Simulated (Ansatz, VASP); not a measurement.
One calculation of H2CO, two programs

Contents of INCAR:

```
SYSTEM = H2CO
PREC = Accurate
ENCUT = 520
EDIFF = 1E-6
ISMEAR = 0
SIGMA = 0.1
LREAL = .False.
LASPH = .True.
NELM = 60
ALGO = Normal
ISIF = 2
LWAVE = .False.
LCHARG = .True.
LDIPOL = .True.
IDIPOL = 3
DIPOL = 0.5 0.5 0.672
GGA = PE
IVDW = 12
LELF = .True.
LVHAR = .True.
LVACPOTAV = .True.
NBANDS = 14
```

File KPOINTS:

```
regular mesh
0
Gamma
  4 4 1
  0 0 0
```

File POSCAR:

```
H2CO
1.0
    6.3878118647      0.0000000000      0.0000000000
   -3.1939059323      5.5320073494      0.0000000000
    0.0000000000      0.0000000000     24.5195331839
C O H
1 1 2
Direct
    0.2391583100      0.8254837132      0.6626817879
    0.2856782841      0.6257129295      0.6511078195
    0.4191537428      0.9839716361      0.6769611467
    0.1236691298      0.7833276528      0.6986540843
```

Input for Ansatz:

```yaml
crystal:
  lattice:
    - [6.3878118647, 0.0, 0.0]
    - [-3.1939059323, 5.5320073494, 0.0]
    - [0.0, 0.0, 24.5195331839]
  atoms:
    - { symbol: C, position: [0.23915831, 0.8254837132, 0.6626817879] }
    - { symbol: O, position: [0.2856782841, 0.6257129295, 0.6511078195] }
    - { symbol: H, position: [0.4191537428, 0.9839716361, 0.6769611467] }
    - { symbol: H, position: [0.1236691298, 0.7833276528, 0.6986540843] }
basis:
  ecutwfc: 420
kpoints:
  mp_grid: { grid: [4, 4, 1] }
hamiltonian:
  xc: pbe
  dispersion: d3bj
scf:
  occupations: { method: gaussian, width: 0.1 }
output:
  forces: true
  eigenvalues: true
  write_density: true
  volumetric_format: npy
efield:
  axis: 3
  dipole_correction: true
  ramp_width: 0.04
```

Alike in both runs: task single point; functional PBE; dispersion D3(BJ); k mesh 4 × 4 × 1; occupations gaussian, width 0.1 eV; no spin polarisation.

|  | VASP | Ansatz |
| --- | --- | --- |
| version | VASP 6.6.1 | Ansatz 0.2.0 |
| potentials or method | VASP PAW PBE potentials, release 64 (C, O, H), cutoff 520 eV | scalar-relativistic, plane waves, PAW |
| valence electrons in the cell | 12 | 12 |

```csv
,VASP,Ansatz,Ansatz less VASP
gap on the k mesh at the Fermi level (eV),1.13,1.14,+0.006
rms of the force components (eV/Å),3.671,3.730,+0.0591
```

Atom by atom the forces differ by 0.064 eV/Å (rms over components).
